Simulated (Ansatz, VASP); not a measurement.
## MnO2 in VASP and in Ansatz

```xyz
3
Lattice="2.9126 0.0000 0.0000 -1.4563 2.5224 0.0000 0.0000 0.0000 4.6916" Properties=species:S:1:pos:R:3 pbc="T T T"
Mn    0.0000    0.0000    2.3458
O     0.0000    1.6816    3.3137
O     1.4563    0.8408    1.3780
```

Change from the starting cell: volume scaled by 1.06.

Alike in both runs: task single point; functional PBE; k mesh 11 × 11 × 6; occupations fermi-dirac, width 0.05 eV; collinear spin.

|  | VASP | Ansatz |
| --- | --- | --- |
| version | VASP 6.6.1 | Ansatz 0.2.0 |
| potentials or method | VASP PAW PBE potentials, release 64 (Mn_pv, O), cutoff 520 eV | all-electron LAPW, scalar-relativistic |

Ansatz gave:

- gap on the k mesh at the Fermi level (eV): 1.06
- least direct gap on the mesh (eV): 1.14
- pressure (GPa): -5.9
- traceless stress, the component that is largest in VASP (GPa): 2.60
- rms of the force components (eV/Å): 0.261
- net moment per atom (μB): 1.00
- size of the moment on the site where the two differ most (μB): 2.78

Which values does VASP return?

gap on the k mesh at the Fermi level (eV): 1.01; least direct gap on the mesh (eV): 1.09; pressure (GPa): -5.0; traceless stress, the component that is largest in VASP (GPa): 2.21; rms of the force components (eV/Å): 0.223; net moment per atom (μB): 1.00; size of the moment on the site where the two differ most (μB): 2.89.

Site moments also hang on the region over which each program counts them. Atom by atom the forces differ by 0.038 eV/Å (rms over components). Ansatz ran all-electron here, and VASP with PAW potentials.
